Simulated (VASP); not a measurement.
YbH3, 4 atoms in the cell. It takes space group Fm-3m (No. 225, cubic). The conventional cell has a = 5.247 Å, b = 5.247 Å, c = 5.247 Å, α = 90.00°, β = 90.00°, γ = 90.00°. Yb (site symmetry m-3m) has 14 H at 2.27 to 2.62 Å within 3.0 Å. Within 3.0 Å of H (site symmetry m-3m) lie 8 H at 2.27 Å and 6 Yb at 2.62 Å. H (site symmetry -43m) has 4 Yb at 2.27 Å and 10 H at 2.27 to 2.62 Å within 3.0 Å.  This cell differs from its parent crystal: volume scaled by 1.100.

| Item | Value |
| --- | --- |
| Program | VASP 6.6.1 |
| Task | single point |
| Functional | PBE |
| Potentials or basis | VASP PAW PBE potentials, release 64 (Yb, H) |
| Cutoff | 520 eV |
| k mesh | 10 × 10 × 10 |
| Occupations | gaussian, width 0.05 eV |
| Spin | no spin polarisation |
| Dipole correction | no |
| Further INCAR settings | ALGO = Normal; EDIFF = 1e-06; NBANDS = 22 |

Potentials or basis: VASP PAW PBE potentials, release 64 (Yb, H).

Launch:

```console
$ cat potpaw_PBE.64/Yb/POTCAR potpaw_PBE.64/H/POTCAR > POTCAR
$ mpirun -np 1 vasp_std > vasp.out
```

Hardware: 1 thread of Intel(R) Xeon(R) Platinum 8559C (Emerald Rapids), on a shared host.

Question: How long does it take, and how much memory?

Answer: It took 46 s on 1 thread of Intel(R) Xeon(R) Platinum 8559C (Emerald Rapids), on a shared host, peak memory 0.19 GiB. Counts: scf iterations 21, k points 47.
